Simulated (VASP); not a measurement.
Write the native input for VASP 6.6.1 that does the following.

```yaml
Task: single point
Functional: PBE
Potentials_or_basis: VASP PAW PBE potentials, release 64 (Li_sv, H)
Cutoff: 520 eV
k_mesh: 8 × 8 × 8
Occupations: gaussian, width 0.01 eV
Spin: no spin polarisation
Dipole_correction: no
Further_INCAR_settings: ALGO = Normal; EDIFF = 1e-06; NBANDS = 9
```

The structure of LiH lies in POSCAR:

```
LiH
1.0
    0.0000000000      1.9984726927      1.9984726927
    1.9984726927      0.0000000000      1.9984726927
    1.9984726927      1.9984726927      0.0000000000
Li H
1 1
Direct
    0.0000000000      0.0000000000      0.0000000000
    0.5000000000      0.5000000000      0.5000000000
```

The input as run:

INCAR

```
ALGO = Normal
EDIFF = 1E-6
ENCUT = 520
GGA = PE
ISIF = 2
ISMEAR = 0
LASPH = True
LCHARG = False
LREAL = False
LWAVE = False
NBANDS = 9
NELM = 80
PREC = Accurate
SIGMA = 0.01
```

KPOINTS

```
k-points
0
Gamma
  8 8 8
```

Potentials or basis: VASP PAW PBE potentials, release 64 (Li_sv, H).

Run with:

```bash
$ cat potpaw_PBE.64/Li_sv/POTCAR potpaw_PBE.64/H/POTCAR > POTCAR
$ mpirun -np 1 vasp_std > vasp.out
```

It gave:

```json
{
  "Band gap on the k mesh": "2.97 eV"
}
```

Run time: 4.1 s on 1 thread of Intel(R) Xeon(R) Platinum 8488C (Sapphire Rapids), with other jobs on the host, peak memory 0.13 GiB.
